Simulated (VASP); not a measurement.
# Ti (P6_3/mmc) in VASP: a series of runs

Runs on Ti. Level: PBEsol. Tasks: single point.

All numbers are computed with VASP 6.6.1; they aren't measurements. Logs are shortened: lines on timing, memory, paths and dates and some standing lists are left out, and cuts for length are marked.

## Step 1: The cell of the first run

It takes space group P6_3/mmc (No. 194, hexagonal). The conventional cell has a = 2.772 Å, b = 2.772 Å, c = 4.394 Å, α = 90.00°, β = 90.00°, γ = 120.00°. Ti (site symmetry -6m2) has 12 Ti at 2.72 to 2.77 Å within 3.6 Å.

## Step 2: Single point, PBEsol

INCAR

```
SYSTEM = Ti
PREC = Accurate
ENCUT = 520
EDIFF = 1E-6
ISMEAR = -1
SIGMA = 0.05
LREAL = .FALSE.
LASPH = .TRUE.
NELM = 100
ALGO = Normal
ISIF = 2
LWAVE = .FALSE.
LCHARG = .FALSE.
GGA = PS
NBANDS = 19
```

KPOINTS

```
regular mesh
0
G
  10 10 6
  0 0 0
```

POSCAR

```
Ti
1.0
    2.7721827875      0.0000000000      0.0000000000
   -1.3860913937      2.4007807179      0.0000000000
    0.0000000000      0.0000000000      4.3942074852
Ti
2
Direct
    0.6666666667      0.3333333333      0.7500000000
    0.3333333333      0.6666666667      0.2500000000
```

Potentials or basis: VASP PAW PBE potentials, release 64 (Ti_sv).

Launch:

```
cat potpaw_PBE.64/Ti_sv/POTCAR > POTCAR
mpirun -np 1 vasp_std > vasp.out
```

OUTCAR:

```text
SYSTEM = Ti
   PREC = Accurate
   ENCUT = 520
   EDIFF = 1E-6
   ISMEAR = -1
   LREAL = .FALSE.
   LASPH = .TRUE.
   NELM = 100
   ISIF = 2
   GGA = PS

 ion  position               nearest neighbor table
   1  0.667  0.333  0.750-   2 2.72   2 2.72   2 2.72   2 2.72   2 2.72   2 2.72
   2  0.333  0.667  0.250-   1 2.72   1 2.72   1 2.72   1 2.72   1 2.72   1 2.72

  LATTYP: Found a hexagonal cell.
 ALAT       =     2.7721827875
 C/A-ratio  =     1.5851074125

  Lattice vectors:

 A1 = (   2.7721827875,   0.0000000000,   0.0000000000)
 A2 = (  -1.3860913937,   2.4007807179,   0.0000000000)
 A3 = (   0.0000000000,   0.0000000000,   4.3942074852)

Analysis of symmetry for initial positions (statically):
=====================================================================
 Subroutine PRICEL returns:
 Original cell was already a primitive cell.

 Routine SETGRP: Setting up the symmetry group for a
 hexagonal supercell.

 Subroutine GETGRP returns: Found 24 space group operations
 (whereof 12 operations were pure point group operations)
 out of a pool of 24 trial point group operations.

The static configuration has the point symmetry D_3d.
 The point group associated with its full space group is D_6h.

Analysis of symmetry for dynamics (positions and initial velocities):
=====================================================================
 Subroutine PRICEL returns:
 Original cell was already a primitive cell.

 Routine SETGRP: Setting up the symmetry group for a
 hexagonal supercell.

 Subroutine GETGRP returns: Found 24 space group operations
 (whereof 12 operations were pure point group operations)
 out of a pool of 24 trial point group operations.

The dynamic configuration has the point symmetry D_3d.
 The point group associated with its full space group is D_6h.

 Subroutine INISYM returns: Found 24 space group operations
 (whereof 12 operations are pure point group operations),
 and found     1 'primitive' translations

----------------------------------------------------------------------------------------

                                     Primitive cell

  volume of cell :      29.2452

  direct lattice vectors                    reciprocal lattice vectors
     2.772182787  0.000000000  0.000000000     0.360726574  0.208265585  0.000000000
    -1.386091394  2.400780718  0.000000000     0.000000000  0.416531169  0.000000000
     0.000000000  0.000000000  4.394207485     0.000000000  0.000000000  0.227572322

  length of vectors
     2.772182787  2.772182787  4.394207485     0.416531169  0.416531169  0.227572322

  position of ions in fractional coordinates (direct lattice)
     0.666666667  0.333333333  0.750000000
     0.333333333  0.666666667  0.250000000

  ion indices of the primitive-cell ions
   primitive index   ion index
                 1           1
                 2           2

----------------------------------------------------------------------------------------

 KPOINTS: regular mesh

Automatic generation of k-mesh.
 Grid dimensions read from file:
 generate k-points for:   10   10    6

 Generating k-lattice:

  Cartesian coordinates                     Fractional coordinates (reciprocal lattice)
     0.036072657  0.020826558  0.000000000     0.100000000  0.000000000  0.000000000
     0.000000000  0.041653117  0.000000000     0.000000000  0.100000000  0.000000000
     0.000000000  0.000000000  0.037928720     0.000000000  0.000000000  0.166666667

  Length of vectors
     0.041653117  0.041653117  0.037928720

  Shift w.r.t. Gamma in fractional coordinates (k-lattice)
     0.000000000  0.000000000  0.000000000

 Subroutine IBZKPT returns following result:
 ===========================================

 Found     56 irreducible k-points:

 Following reciprocal coordinates:
            Coordinates               Weight
  0.000000  0.000000  0.000000      1.000000
  0.100000  0.000000  0.000000      6.000000
  0.200000  0.000000  0.000000      6.000000
  0.300000 -0.000000  0.000000      6.000000
  0.400000 -0.000000  0.000000      6.000000
  0.500000 -0.000000  0.000000      3.000000
[... 16 lines left out ...]
  0.300000  0.100000  0.166667     24.000000
  0.400000  0.100000  0.166667     24.000000
 [... further k-points ...]
   k-points           NKPTS =     56   k-points in BZ     NKDIM =     56   number of bands    NBANDS=     19
   number of dos      NEDOS =    301   number of ions     NIONS =      2
   total plane-waves  NPLWV =  20736
   dimension x,y,z NGX =    24 NGY =   24 NGZ =   36
   dimension x,y,z NGXF=    48 NGYF=   48 NGZF=   72
   ions per type =               2
   NGX,Y,Z   is equivalent  to a cutoff of  14.39, 14.39, 13.62 a.u.
   NGXF,Y,Z  is equivalent  to a cutoff of  28.79, 28.79, 27.24 a.u.
 SYSTEM =  Ti
   PREC   = accura    normal or accurate (medium, high low for compatibility)
   ISTART =      0    job   : 0-new  1-cont  2-samecut
   ICHARG =      2    charge: 1-file 2-atom 10-const
   ISPIN  =      1    spin polarized calculation?
   LNONCOLLINEAR =      F non collinear calculations
   LSORBIT =      F    spin-orbit coupling
   LASPH  =      T    aspherical Exc in radial PAW
   ENCUT  =  520.0 eV  38.22 Ry    6.18 a.u.   5.15  5.15  8.17*2*pi/ulx,y,z
   NELM   =    100;   NELMIN=  2; NELMDL= -5     # of ELM steps
   EDIFF  = 0.1E-05   stopping-criterion for ELM
   LREAL  =      F    real-space projection
   EDIFFG = 0.1E-04   stopping-criterion for IOM
   NSW    =      0    number of steps for IOM
   IBRION =     -1    ionic relax: 0-MD 1-quasi-New 2-CG
   NFREE  =      0    steps in history (QN), initial steepest desc. (CG)
   ISIF   =      2    stress and relaxation
   ISYM   =      2    0-nonsym 1-usesym 2-fastsym
   POTIM  = 0.5000    time-step for ionic-motion
   TEBEG  =    0.0;   TEEND  =   0.0 temperature during run
   PSTRESS=    0.0 pullay stress
   NELECT =      24.0000    total number of electrons
   NUPDOWN=      -1.0000    fix difference up-down
   EMIN   =  10.00;   EMAX   =-10.00  energy-range for DOS
   EFERMI =   0.00;   METHOD = LEGACY
   ISMEAR =    -1;   SIGMA  =   0.05  broadening in eV -4-tet -1-fermi 0-gaus
   EFERMI_NEDOS =   21; number of points for ismear=-14 and -15
   IALGO  =     38    algorithm
   IMIX   =      4    mixing-type and parameters
     AMIX     =   0.40;   BMIX     =  1.00
     AMIX_MAG =   1.60;   BMIX_MAG =  1.00
  volume/ion in A,a.u.               =      14.62        98.68
  Fermi-wavevector in a.u.,A,eV,Ry     =   1.532711  2.896404 31.962847  2.349203
  Thomas-Fermi vector in A             =   2.639879
   LORBIT       =      0    0 simple, 1 ext, 2 COOP (PROOUT), +10 PAW based schemes
   GGA     = PS    functional components
   LHFCALC =     F    Hartree Fock is set to
   AEXX    =    0.0000 exact exchange contribution
   IVDW    =     0    specifies the selected vdW correction
   LEPSILON=     F    determine dielectric tensor
   LRPA    =     F    only Hartree local field effects (RPA)
 non-spin polarized calculation
  energy-cutoff  :      520.00
  volume of cell :       29.25
 maximum number of plane-waves:       808
 NGX is ok and might be reduce to    24
   NGX = 11   NGY = 11   NGZ = 17

 number of electron      23.9999995 magnetization

 Free energy of the ion-electron system (eV)
  ---------------------------------------------------
  ext. energy  EPLUGINS =         0.00000000
  ---------------------------------------------------
  free energy    TOTEN  =       -16.45710760 eV

  energy without entropy =      -16.44178509  energy(sigma->0) =      -16.44944635

 E-fermi :  10.1491     XC(G=0): -12.4835

 val. band max:       10.1348955545   @ k =   0.3000   0.2000   0.3333
 cond. band min:      10.1573552759   @ k =   0.2000   0.2000   0.5000
 fundamental gap:      0.0224597214
 Fermi energy:        10.1490754981

 k-point     1 :       0.0000    0.0000    0.0000
  band No.  band energies     occupation
      1     -46.2222      2.00000
      2     -45.9477      2.00000
      3     -23.1537      2.00000
      4     -22.0600      2.00000
      5     -22.0600      2.00000
      6     -21.9221      2.00000
[... 11 lines left out ...]
     18      12.0844      0.00000
     19      14.0194      0.00000

 k-point     2 :       0.1000    0.0000    0.0000
  band No.  band energies     occupation
      1     -46.2026      2.00000
      2     -45.9398      2.00000
      3     -23.1156      2.00000
      4     -22.1398      2.00000
      5     -22.0861      2.00000
      6     -21.9745      2.00000
[... 11 lines left out ...]
     18      11.9095      0.00000
     19      14.1267      0.00000

 k-point     3 :       0.2000    0.0000    0.0000
  band No.  band energies     occupation
      1     -46.1496      2.00000
      2     -45.9207      2.00000
      3     -23.0090      2.00000
      4     -22.3504      2.00000
      5     -22.1820      2.00000
      6     -22.1513      2.00000
[... 11 lines left out ...]
     18      12.4819      0.00000
     19      14.3236      0.00000

 k-point     4 :       0.3000   -0.0000    0.0000
  band No.  band energies     occupation
      1     -46.0790      2.00000
      2     -45.9014      2.00000
      3     -22.8563      2.00000
      4     -22.6122      2.00000
      5     -22.4245      2.00000
      6     -22.2274      2.00000
[... 11 lines left out ...]
     18      13.3413      0.00000
     19      14.4762      0.00000

 k-point     5 :       0.4000   -0.0000    0.0000
  band No.  band energies     occupation
      1     -46.0136      2.00000
      2     -45.8933      2.00000
      3     -22.8236      2.00000
      4     -22.6975      2.00000
      5     -22.6118      2.00000
      6     -22.2864      2.00000
[... 11 lines left out ...]
     18      14.3247      0.00000
     19      14.5577      0.00000
[... 334 lines left out ...]
      2     -45.9428      2.00000
      3     -22.9860      2.00000
      4     -22.2412      2.00000
      5     -22.2200      2.00000
      6     -22.1065      2.00000
[... 11 lines left out ...]
     18      12.4946      0.00000
     19      14.2002      0.00000

 k-point    22 :       0.2000    0.1000    0.1667
  band No.  band energies     occupation
      1     -46.0913      2.00000
      2     -45.9207      2.00000
      3     -22.8947      2.00000
      4     -22.4612      2.00000
      5     -22.3930      2.00000
      6     -22.1933      2.00000
[... 11 lines left out ...]
     18      13.1722      0.00000
     19      14.3023      0.00000

 k-point    23 :       0.3000    0.1000    0.1667
  band No.  band energies     occupation
      1     -46.0259      2.00000
      2     -45.9039      2.00000
      3     -22.8547      2.00000
      4     -22.6494      2.00000
      5     -22.5171      2.00000
      6     -22.2797      2.00000
[... 11 lines left out ...]
     18      13.8960      0.00000
     19      14.5876      0.00000

 k-point    24 :       0.4000    0.1000    0.1667
  band No.  band energies     occupation
      1     -45.9782      2.00000
      2     -45.9006      2.00000
      3     -22.9249      2.00000
      4     -22.7275      2.00000
      5     -22.5158      2.00000
      6     -22.3181      2.00000
[... 11 lines left out ...]
     18      14.3953      0.00000
     19      15.3414      0.00000

 [... further k-points ...]
[... 5 lines left out ...]
  --------------------------------------------------------------------------------------
  -------------------------------------------------------------------------------------
  Total        3.5530249      3.5530249      3.5610553      0.0000000      0.0000000      0.0000000
  in kB      194.6497774    194.6497774    195.0897196      0.0000000      0.0000000      0.0000000
  external PRESSURE =     194.7964248 kB  Pullay stress =       0.0000000 kB

 VOLUME and BASIS-vectors are now :
 -----------------------------------------------------------------------------
  energy-cutoff  :      520.00
  volume of cell :       29.25
      direct lattice vectors                 reciprocal lattice vectors
     2.772182787  0.000000000  0.000000000     0.360726574  0.208265585  0.000000000
    -1.386091394  2.400780718  0.000000000     0.000000000  0.416531169  0.000000000
     0.000000000  0.000000000  4.394207485     0.000000000  0.000000000  0.227572322

 POSITION                                       TOTAL-FORCE (eV/Angst)
 -----------------------------------------------------------------------------------
      1.38609      0.80026      3.29566        -0.000000     -0.000000      0.000000
     -0.00000      1.60052      1.09855         0.000000      0.000000      0.000000
 -----------------------------------------------------------------------------------
    total drift:                                0.000000     -0.000000      0.000000

  FREE ENERGIE OF THE ION-ELECTRON SYSTEM (eV)
  ---------------------------------------------------
  free  energy   TOTEN  =       -16.4571076040 eV

  energy  without entropy=      -16.4417850940  energy(sigma->0) =      -16.44944635
```

It took 32 s on 1 thread of Intel Xeon Platinum 8259CL at 2.50GHz (Skylake/Cascade Lake), shared host; peak memory 0.16 GiB.

Results:

```yaml
Free_energy: -16.4571 eV
Pressure: 19.5 GPa
Band_gap_on_the_k_mesh: zero (band 12 reaches 11.00 eV, above the bottom of band 13 at 9.96 eV)
```

Caveat: the PAW data sets were made with another functional, which shifts forces and pressure a little.

(Continued in part 2 of 2.)
